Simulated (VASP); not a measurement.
# CuI (Pm-3m) in VASP: a series of runs

CuI is run at these levels: PBE, r2SCAN; tasks: single point.

All numbers are computed with VASP 6.6.1; they aren't measurements. Logs are shortened: lines on timing, memory, paths and dates and some standing lists are left out, and cuts for length are marked.

**1. The cell of the first run**

Symmetry: Pm-3m, No. 221, cubic system. The conventional cell has a = 3.686 Å, b = 3.686 Å, c = 3.686 Å, α = 90.00°, β = 90.00°, γ = 90.00°. Cu (site symmetry m-3m) has 8 I at 3.19 Å and 6 Cu at 3.69 Å within 4.2 Å. Within 4.2 Å of I (site symmetry m-3m) lie 8 Cu at 3.19 Å and 6 I at 3.69 Å.

**2. Single point, PBE (25.03 Å³/atom)**

The input, INCAR:

```
SYSTEM = CuI
PREC = Accurate
ENCUT = 520
EDIFF = 1E-7
ISMEAR = -1
SIGMA = 0.02
LREAL = .FALSE.
LASPH = .TRUE.
NELM = 100
ALGO = Normal
ISIF = 2
LWAVE = .FALSE.
LCHARG = .FALSE.
GGA = PE
NBANDS = 16
```

The input, KPOINTS:

```
regular mesh
0
G
  6 6 6
  0 0 0
```

The input, POSCAR:

```
CuI
1.0
    3.6856028144      0.0000000000      0.0000000000
    0.0000000000      3.6856028144      0.0000000000
    0.0000000000      0.0000000000      3.6856028144
Cu I
1 1
Direct
    0.0000000000      0.0000000000      0.0000000000
    0.5000000000      0.5000000000      0.5000000000
```

Potentials or basis: VASP PAW PBE potentials, release 64 (Cu, I).

Started as:

```bash
cat potpaw_PBE.64/Cu/POTCAR potpaw_PBE.64/I/POTCAR > POTCAR
mpirun -np 1 vasp_std > vasp.out
```

OUTCAR:

```text
SYSTEM = CuI
   PREC = Accurate
   ENCUT = 520
   EDIFF = 1E-7
   ISMEAR = -1
   LREAL = .FALSE.
   LASPH = .TRUE.
   NELM = 100
   ISIF = 2
   GGA = PE

 ion  position               nearest neighbor table
   1  0.000  0.000  0.000-
   2  0.500  0.500  0.500-

  LATTYP: Found a simple cubic cell.
 ALAT       =     3.6856028144

  Lattice vectors:

 A1 = (   3.6856028144,   0.0000000000,   0.0000000000)
 A2 = (   0.0000000000,   3.6856028144,   0.0000000000)
 A3 = (   0.0000000000,   0.0000000000,   3.6856028144)

Analysis of symmetry for initial positions (statically):
=====================================================================
 Subroutine PRICEL returns:
 Original cell was already a primitive cell.

 Routine SETGRP: Setting up the symmetry group for a
 simple cubic supercell.

 Subroutine GETGRP returns: Found 48 space group operations
 (whereof 48 operations were pure point group operations)
 out of a pool of 48 trial point group operations.

The static configuration has the point symmetry O_h .

Analysis of symmetry for dynamics (positions and initial velocities):
=====================================================================
 Subroutine PRICEL returns:
 Original cell was already a primitive cell.

 Routine SETGRP: Setting up the symmetry group for a
 simple cubic supercell.

 Subroutine GETGRP returns: Found 48 space group operations
 (whereof 48 operations were pure point group operations)
 out of a pool of 48 trial point group operations.

The dynamic configuration has the point symmetry O_h .

 Subroutine INISYM returns: Found 48 space group operations
 (whereof 48 operations are pure point group operations),
 and found     1 'primitive' translations

----------------------------------------------------------------------------------------

                                     Primitive cell

  volume of cell :      50.0640

  direct lattice vectors                    reciprocal lattice vectors
     3.685602814  0.000000000  0.000000000     0.271326035  0.000000000  0.000000000
     0.000000000  3.685602814  0.000000000     0.000000000  0.271326035  0.000000000
     0.000000000  0.000000000  3.685602814     0.000000000  0.000000000  0.271326035

  length of vectors
     3.685602814  3.685602814  3.685602814     0.271326035  0.271326035  0.271326035

  position of ions in fractional coordinates (direct lattice)
     0.000000000  0.000000000  0.000000000
     0.500000000  0.500000000  0.500000000

  ion indices of the primitive-cell ions
   primitive index   ion index
                 1           1
                 2           2

----------------------------------------------------------------------------------------

 KPOINTS: regular mesh

Automatic generation of k-mesh.
 Grid dimensions read from file:
 generate k-points for:    6    6    6

 Generating k-lattice:

  Cartesian coordinates                     Fractional coordinates (reciprocal lattice)
     0.045221006  0.000000000  0.000000000     0.166666667  0.000000000  0.000000000
     0.000000000  0.045221006  0.000000000     0.000000000  0.166666667  0.000000000
     0.000000000  0.000000000  0.045221006     0.000000000  0.000000000  0.166666667

  Length of vectors
     0.045221006  0.045221006  0.045221006

  Shift w.r.t. Gamma in fractional coordinates (k-lattice)
     0.000000000  0.000000000  0.000000000

 Subroutine IBZKPT returns following result:
 ===========================================

 Found     20 irreducible k-points:

 Following reciprocal coordinates:
            Coordinates               Weight
  0.000000  0.000000  0.000000      1.000000
  0.166667  0.000000  0.000000      6.000000
  0.333333  0.000000  0.000000      6.000000
  0.500000  0.000000  0.000000      3.000000
  0.166667  0.166667  0.000000     12.000000
  0.333333  0.166667  0.000000     24.000000
[... 12 lines left out ...]
  0.500000  0.500000  0.333333      6.000000
  0.500000  0.500000  0.500000      1.000000
   k-points           NKPTS =     20   k-points in BZ     NKDIM =     20   number of bands    NBANDS=     16
   number of dos      NEDOS =    301   number of ions     NIONS =      2
   total plane-waves  NPLWV =  21952
   dimension x,y,z NGX =    28 NGY =   28 NGZ =   28
   dimension x,y,z NGXF=    56 NGYF=   56 NGZF=   56
   ions per type =               1   1
   NGX,Y,Z   is equivalent  to a cutoff of  12.63, 12.63, 12.63 a.u.
   NGXF,Y,Z  is equivalent  to a cutoff of  25.26, 25.26, 25.26 a.u.
 SYSTEM =  CuI
   PREC   = accura    normal or accurate (medium, high low for compatibility)
   ISTART =      0    job   : 0-new  1-cont  2-samecut
   ICHARG =      2    charge: 1-file 2-atom 10-const
   ISPIN  =      1    spin polarized calculation?
   LNONCOLLINEAR =      F non collinear calculations
   LSORBIT =      F    spin-orbit coupling
   LASPH  =      T    aspherical Exc in radial PAW
   ENCUT  =  520.0 eV  38.22 Ry    6.18 a.u.   6.85  6.85  6.85*2*pi/ulx,y,z
   NELM   =    100;   NELMIN=  2; NELMDL= -5     # of ELM steps
   EDIFF  = 0.1E-06   stopping-criterion for ELM
   LREAL  =      F    real-space projection
   EDIFFG = 0.1E-05   stopping-criterion for IOM
   NSW    =      0    number of steps for IOM
   IBRION =     -1    ionic relax: 0-MD 1-quasi-New 2-CG
   NFREE  =      0    steps in history (QN), initial steepest desc. (CG)
   ISIF   =      2    stress and relaxation
   ISYM   =      2    0-nonsym 1-usesym 2-fastsym
   POTIM  = 0.5000    time-step for ionic-motion
   TEBEG  =    0.0;   TEEND  =   0.0 temperature during run
   PSTRESS=    0.0 pullay stress
   NELECT =      18.0000    total number of electrons
   NUPDOWN=      -1.0000    fix difference up-down
   EMIN   =  10.00;   EMAX   =-10.00  energy-range for DOS
   EFERMI =   0.00;   METHOD = LEGACY
   ISMEAR =    -1;   SIGMA  =   0.02  broadening in eV -4-tet -1-fermi 0-gaus
   EFERMI_NEDOS =   21; number of points for ismear=-14 and -15
   IALGO  =     38    algorithm
   IMIX   =      4    mixing-type and parameters
     AMIX     =   0.40;   BMIX     =  1.00
     AMIX_MAG =   1.60;   BMIX_MAG =  1.00
  volume/ion in A,a.u.               =      25.03       168.92
  Fermi-wavevector in a.u.,A,eV,Ry     =   1.164100  2.199831 18.437662  1.355130
  Thomas-Fermi vector in A             =   2.300642
   LORBIT       =      0    0 simple, 1 ext, 2 COOP (PROOUT), +10 PAW based schemes
   GGA     = PE    functional components
   LHFCALC =     F    Hartree Fock is set to
   AEXX    =    0.0000 exact exchange contribution
   IVDW    =     0    specifies the selected vdW correction
   LEPSILON=     F    determine dielectric tensor
   LRPA    =     F    only Hartree local field effects (RPA)
 non-spin polarized calculation
  energy-cutoff  :      520.00
  volume of cell :       50.06
 maximum number of plane-waves:      1376
 NGX is ok and might be reduce to    28
   NGX = 13   NGY = 13   NGZ = 13

 number of electron      18.0000033 magnetization

 Free energy of the ion-electron system (eV)
  ---------------------------------------------------
  ext. energy  EPLUGINS =         0.00000000
  ---------------------------------------------------
  free energy    TOTEN  =        -4.13677091 eV

  energy without entropy =       -4.13489790  energy(sigma->0) =       -4.13583441

 E-fermi :   5.3248     XC(G=0):  -9.8152

 val. band max:        5.3152372003   @ k =   0.5000   0.1667   0.0000
 cond. band min:       5.3682093190   @ k =   0.5000   0.0000   0.0000
 fundamental gap:      0.0529721187
 Fermi energy:         5.3247761598

 k-point     1 :       0.0000    0.0000    0.0000
  band No.  band energies     occupation
      1      -8.3086      2.00000
      2       3.4785      2.00000
      3       3.4785      2.00000
      4       3.8261      2.00000
      5       3.8261      2.00000
      6       3.8261      2.00000
[... 8 lines left out ...]
     15      15.3864      0.00000
     16      18.5542      0.00000

 k-point     2 :       0.1667    0.0000    0.0000
  band No.  band energies     occupation
      1      -8.1557      2.00000
      2       1.9600      2.00000
      3       3.4592      2.00000
      4       3.4592      2.00000
      5       3.5013      2.00000
      6       3.7059      2.00000
[... 8 lines left out ...]
     15      14.4045      0.00000
     16      18.0168      0.00000

 k-point     3 :       0.3333    0.0000    0.0000
  band No.  band energies     occupation
      1      -7.8067      2.00000
      2       0.1461      2.00000
      3       3.2397      2.00000
      4       3.2397      2.00000
      5       3.5472      2.00000
      6       3.8775      2.00000
[... 8 lines left out ...]
     15      15.9341      0.00000
     16      16.3666      0.00000

 k-point     4 :       0.5000    0.0000    0.0000
  band No.  band energies     occupation
      1      -7.6030      2.00000
      2      -0.5814      2.00000
      3       3.1683      2.00000
      4       3.1683      2.00000
      5       3.5703      2.00000
      6       3.8815      2.00000
[... 8 lines left out ...]
     15      15.0456      0.00000
     16      19.1490      0.00000

 k-point     5 :       0.1667    0.1667    0.0000
  band No.  band energies     occupation
      1      -8.0070      2.00000
      2       1.8156      2.00000
      3       2.5313      2.00000
      4       3.4164      2.00000
      5       3.5861      2.00000
      6       3.8345      2.00000
[... 8 lines left out ...]
     15      15.1097      0.00000
     16      16.8607      0.00000

 k-point     6 :       0.3333    0.1667    0.0000
  band No.  band energies     occupation
      1      -7.6694      2.00000
      2       0.3663      2.00000
      3       2.5873      2.00000
      4       3.3296      2.00000
      5       3.6025      2.00000
      6       3.8339      2.00000
[... 8 lines left out ...]
     15      16.4997      0.00000
     16      16.8113      0.00000

 k-point     7 :       0.5000    0.1667    0.0000
  band No.  band energies     occupation
      1      -7.4736      2.00000
      2      -0.3257      2.00000
      3       2.7171      2.00000
      4       3.2891      2.00000
      5       3.5981      2.00000
      6       3.8445      2.00000
[... 8 lines left out ...]
     15      16.8145      0.00000
     16      17.2677      0.00000

 k-point     8 :       0.3333    0.3333    0.0000
  band No.  band energies     occupation
      1      -7.3613      2.00000
      2       0.7475      2.00000
      3       1.3264      2.00000
      4       3.5048      2.00000
      5       3.6148      2.00000
      6       3.7712      2.00000
[... 8 lines left out ...]
     15      15.5050      0.00000
     16      17.3008      0.00000

 k-point     9 :       0.5000    0.3333    0.0000
  band No.  band energies     occupation
      1      -7.1855      2.00000
      2       0.3460      2.00000
      3       1.4737      2.00000
      4       3.5629      2.00000
      5       3.5686      2.00000
      6       3.7734      2.00000
[... 8 lines left out ...]
     15      15.6396      0.00000
     16      16.9143      0.00000
[... 96 lines left out ...]
 k-point    15 :       0.5000    0.3333    0.1667
  band No.  band energies     occupation
      1      -7.0565      2.00000
      2       0.5298      2.00000
      3       1.5767      2.00000
      4       3.1196      2.00000
      5       3.6314      2.00000
      6       3.7933      2.00000
[... 8 lines left out ...]
     15      16.8500      0.00000
     16      16.9770      0.00000

 k-point    16 :       0.5000    0.5000    0.1667
  band No.  band energies     occupation
      1      -6.8940      2.00000
      2       0.9675      2.00000
      3       0.9675      2.00000
      4       3.1846      2.00000
      5       3.5345      2.00000
      6       3.8621      2.00000
[... 8 lines left out ...]
     15      17.5047      0.00000
     16      17.5047      0.00000

 k-point    17 :       0.3333    0.3333    0.3333
  band No.  band energies     occupation
      1      -6.9358      2.00000
      2       1.4554      2.00000
      3       1.6245      2.00000
      4       1.6245      2.00000
      5       3.7824      2.00000
      6       3.8379      2.00000
[... 8 lines left out ...]
     15      17.3448      0.00000
     16      17.3448      0.00000

 k-point    18 :       0.5000    0.3333    0.3333
  band No.  band energies     occupation
      1      -6.7694      2.00000
      2       0.9477      2.00000
      3       1.7199      2.00000
      4       1.8663      2.00000
      5       3.8388      2.00000
      6       3.8522      2.00000
[... 8 lines left out ...]
     15      17.7371      0.00000
     16      19.6458      0.00000

 k-point    19 :       0.5000    0.5000    0.3333
  band No.  band energies     occupation
      1      -6.6074      2.00000
      2       1.1873      2.00000
      3       1.1873      2.00000
      4       1.8900      2.00000
      5       3.8724      2.00000
      6       4.0067      2.00000
[... 8 lines left out ...]
     15      20.6601      0.00000
     16      20.6601      0.00000

 k-point    20 :       0.5000    0.5000    0.5000
  band No.  band energies     occupation
      1      -6.4455      2.00000
      2       1.2965      2.00000
      3       1.2965      2.00000
      4       1.2965      2.00000
      5       4.0085      2.00000
      6       4.0085      2.00000
[... 8 lines left out ...]
     15      21.8651      0.00000
     16      21.8651      0.00000

------------------------ aborting loop because EDIFF is reached ----------------------------------------

  FORCE on cell =-STRESS in cart. coord.  units (eV):
  Direction    XX          YY          ZZ          XY          YZ          ZX
  --------------------------------------------------------------------------------------
  -------------------------------------------------------------------------------------
  Total       -0.3307189     -0.3307189     -0.3307189     -0.0000000     -0.0000000      0.0000000
  in kB      -10.5838596    -10.5838596    -10.5838596     -0.0000000     -0.0000000      0.0000000
  external PRESSURE =     -10.5838596 kB  Pullay stress =       0.0000000 kB

 VOLUME and BASIS-vectors are now :
 -----------------------------------------------------------------------------
  energy-cutoff  :      520.00
  volume of cell :       50.06
      direct lattice vectors                 reciprocal lattice vectors
     3.685602814  0.000000000  0.000000000     0.271326035  0.000000000  0.000000000
     0.000000000  3.685602814  0.000000000     0.000000000  0.271326035  0.000000000
     0.000000000  0.000000000  3.685602814     0.000000000  0.000000000  0.271326035

 POSITION                                       TOTAL-FORCE (eV/Angst)
 -----------------------------------------------------------------------------------
      0.00000      0.00000      0.00000         0.000000      0.000000      0.000000
      1.84280      1.84280      1.84280         0.000000      0.000000      0.000000
 -----------------------------------------------------------------------------------
    total drift:                               -0.000000      0.000000     -0.000000

  FREE ENERGIE OF THE ION-ELECTRON SYSTEM (eV)
  ---------------------------------------------------
  free  energy   TOTEN  =        -4.1367709114 eV

  energy  without entropy=       -4.1348979019  energy(sigma->0) =       -4.13583441
```

Wall time 14 s (1 thread of Intel Xeon Platinum 8259CL at 2.50GHz (Skylake/Cascade Lake), shared host); peak memory 0.16 GiB.

What came out:

| Property | Result |
| --- | --- |
| Free energy | -4.1368 eV |
| Pressure | -1.1 GPa |
| Band gap on the k mesh | zero (bands 9 and 10 overlap by 0.42 eV) |

Caveat: spin-orbit coupling is left out, which moves the levels of the heavy elements.

**3. Single point, PBE (25.76 Å³/atom)**

This run uses another cell than the first one, of 25.76 Å³/atom.

The input, INCAR:

```
SYSTEM = CuI
PREC = Accurate
ENCUT = 520
EDIFF = 1E-7
ISMEAR = -1
SIGMA = 0.02
LREAL = .FALSE.
LASPH = .TRUE.
NELM = 80
ALGO = Normal
ISIF = 2
LWAVE = .FALSE.
LCHARG = .TRUE.
GGA = PE
LELF = .TRUE.
LVHAR = .TRUE.
NBANDS = 16
```

The input, KPOINTS:

```
Automatic mesh
0
G
  6 6 6
  0 0 0
```

The input, POSCAR:

```
CuI
1.0
    3.7210434771      0.0000000000      0.0000000000
    0.0000000000      3.7210434771      0.0000000000
    0.0000000000      0.0000000000      3.7210434771
Cu I
1 1
Direct
    0.0000000000      0.0000000000      0.0000000000
    0.5000000000      0.5000000000      0.5000000000
```

Potentials or basis: VASP PAW PBE potentials, release 64 (Cu, I).

Started as:

```bash
cat potpaw_PBE.64/Cu/POTCAR potpaw_PBE.64/I/POTCAR > POTCAR
mpirun -np 1 vasp_std > vasp.out
```

Wall time 14 s (1 thread of Intel Xeon Platinum 8259CL at 2.50GHz (Skylake/Cascade Lake), shared host); peak memory 0.16 GiB.

The run converged. Its results:

```
Free energy            : -4.1232 eV
Pressure               : -1.9 GPa
Band gap on the k mesh : zero (bands 9 and 10 overlap by 0.44 eV)
```

Levels at points of the mesh, in eV from the Fermi level:
```
           k point  band 5  band 6  band 7  band 8  band 9  band 10  band 11  band 12  band 13  band 14
(0.00, 0.00, 0.00)   -1.43   -1.43   -1.37   -1.37   -1.37    -0.40     5.63     5.63     9.91     9.91
(0.50, 0.00, 0.00)   -1.65   -1.35   -1.24    0.04    0.04     3.45     3.74     6.38     6.38     6.55
(0.50, 0.50, 0.00)   -1.49   -1.49   -1.41   -1.24   -0.25    -0.21     7.17     7.17     7.59     9.04
(0.50, 0.50, 0.50)   -1.24   -1.24   -0.63   -0.63   -0.63     1.98     2.07     2.07     2.07    16.26
```

Caveat: spin-orbit coupling is left out, which moves the levels of the heavy elements.

**4. Single point, r2SCAN (23.07 Å³/atom)**

This run uses another cell than the first one, of 23.07 Å³/atom.

The input, POSCAR:

```
CuI
1.0
    3.5866464148      0.0000000000      0.0000000000
    0.0000000000      3.5866464148      0.0000000000
    0.0000000000      0.0000000000      3.5866464148
Cu I
1 1
Direct
    0.0000000000      0.0000000000      0.0000000000
    0.5000000000      0.5000000000      0.5000000000
```

The input, INCAR.step1:

```
PREC = Accurate
ENCUT = 520
ISMEAR = -1
SIGMA = 0.02
LREAL = False
LASPH = True
NELM = 80
NBANDS = 16
GGA = PE
ALGO = Normal
EDIFF = 1E-4
LWAVE = True
LCHARG = False
```

The input, INCAR.step2:

```
PREC = Accurate
ENCUT = 520
EDIFF = 1E-6
ISMEAR = -1
SIGMA = 0.02
LREAL = False
LASPH = True
NELM = 80
ALGO = Normal
ISIF = 2
LWAVE = False
LCHARG = False
METAGGA = R2SCAN
LMIXTAU = True
NBANDS = 16
ISTART = 1
```

The input, KPOINTS:

```
Automatic mesh
0
Gamma
  6 6 6
```

Started as:

```bash
cat potpaw_PBE.64/Cu/POTCAR potpaw_PBE.64/I/POTCAR > POTCAR
cp INCAR.step1 INCAR
mpirun -np 1 vasp_std > vasp.out
cp INCAR.step2 INCAR
mpirun -np 1 vasp_std > vasp.out
```

It took 50 s on 1 thread of Intel Xeon Platinum 8259CL at 2.50GHz (Skylake/Cascade Lake), shared host; peak memory 0.17 GiB.

The run converged. Its results:

```
Free energy            : -34.2626 eV
Pressure               : 2.3 GPa
Band gap on the k mesh : zero (bands 9 and 10 overlap by 0.28 eV)
```

Levels at points of the mesh, in eV from the Fermi level:
| k point | band 6 | band 7 | band 8 | band 9 | band 10 | band 11 | band 12 | band 13 |
| --- | --- | --- | --- | --- | --- | --- | --- | --- |
| (0.00, 0.00, 0.00) | -1.79 | -1.72 | -1.72 | -1.72 | 0.30 | 5.82 | 5.82 | 11.30 |
| (0.50, 0.00, 0.00) | -1.70 | -1.54 | 0.04 | 0.04 | 4.18 | 4.66 | 6.74 | 6.74 |
| (0.50, 0.50, 0.00) | -1.87 | -1.71 | -1.55 | -0.29 | -0.24 | 8.08 | 8.08 | 8.34 |
| (0.50, 0.50, 0.50) | -1.55 | -0.81 | -0.81 | -0.81 | 1.94 | 1.94 | 1.94 | 2.47 |

Caveat: the PAW data sets were made with another functional, which shifts forces and pressure a little; spin-orbit coupling is left out, which moves the levels of the heavy elements.

(Continued in part 2 of 2.)
